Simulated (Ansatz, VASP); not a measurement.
**NaHgF3 in VASP and in Ansatz**

Contents of POSCAR:

```
NaHgF3
1.0
    4.5870549713      0.0000000000      0.0000000000
    0.0000000000      4.5870549713      0.0000000000
    0.0000000000      0.0000000000      4.5870549713
Na Hg F
1 1 3
Direct
    0.0000000000      0.0000000000      0.0000000000
    0.5000000000      0.5000000000      0.5000000000
    0.5000000000      0.5000000000      0.0000000000
    0.5000000000      0.0000000000      0.5000000000
    0.0000000000      0.5000000000      0.5000000000
```

The input INCAR.step1:

```
SYSTEM = NaHgF3
  PREC = Accurate
  ENCUT = 520
  ISMEAR = 0
  SIGMA = 0.01
  LREAL = .False.
  LASPH = .True.
  NELM = 80
  NBANDS = 28
  GGA = PE
  ALGO = Normal
  EDIFF = 1E-4
  LWAVE = .True.
  LCHARG = .False.
```

Contents of INCAR.step2:

```
SYSTEM = NaHgF3
  PREC = Accurate
  ENCUT = 520
  EDIFF = 1E-7
  ISMEAR = 0
  SIGMA = 0.01
  LREAL = .False.
  LASPH = .True.
  NELM = 80
  ALGO = Normal
  ISIF = 2
  LWAVE = .False.
  LCHARG = .False.
  METAGGA = R2SCAN
  LMIXTAU = .True.
  NBANDS = 28
  ISTART = 1
```

KPOINTS

```
Automatic mesh
0
Gamma
  6 6 6
  0 0 0
```

Input for Ansatz:

```yaml
crystal:
  lattice:
    - [4.5870549713, 0.0, 0.0]
    - [0.0, 4.5870549713, 0.0]
    - [0.0, 0.0, 4.5870549713]
  atoms:
    - { symbol: Na, position: [0.0, 0.0, 0.0] }
    - { symbol: Hg, position: [0.5, 0.5, 0.5] }
    - { symbol: F, position: [0.5, 0.5, 0.0] }
    - { symbol: F, position: [0.5, 0.0, 0.5] }
    - { symbol: F, position: [0.0, 0.5, 0.5] }
kpoints:
  mp_grid: { grid: [6, 6, 6] }
hamiltonian:
  xc: r2scan
scf:
  occupations: { method: fixed }
  n_extra_bands: 5
output:
  forces: true
  stress: true
  eigenvalues: true
```

Alike in both runs: task single point; functional r2SCAN; k mesh 6 × 6 × 6; no spin polarisation.

|  | VASP | Ansatz |
| --- | --- | --- |
| version | VASP 6.6.1 | Ansatz 0.2.0 |
| potentials or method | VASP PAW PBE potentials, release 64 (Na_pv, Hg, F) | plane waves, PAW |
| plane-wave cutoff (eV) | 520 | 500 |
| occupations | gaussian, width 0.01 eV | fixed |
| valence electrons in the cell | 40 | 50 |

VASP gave:

```
gap on the k mesh at the Fermi level (eV) : 0.93
pressure (GPa)                            : -2.7
```

Problem. Which values does Ansatz return?

Solution. gap on the k mesh at the Fermi level (eV): 0.97; pressure (GPa): -3.0.

VASP's potentials were made for PBE, not for r2SCAN. VASP's potentials hold 40 valence electrons a cell and Ansatz's 50, so a difference there can come from the potentials and not from the codes.

Spin-orbit coupling is off throughout.
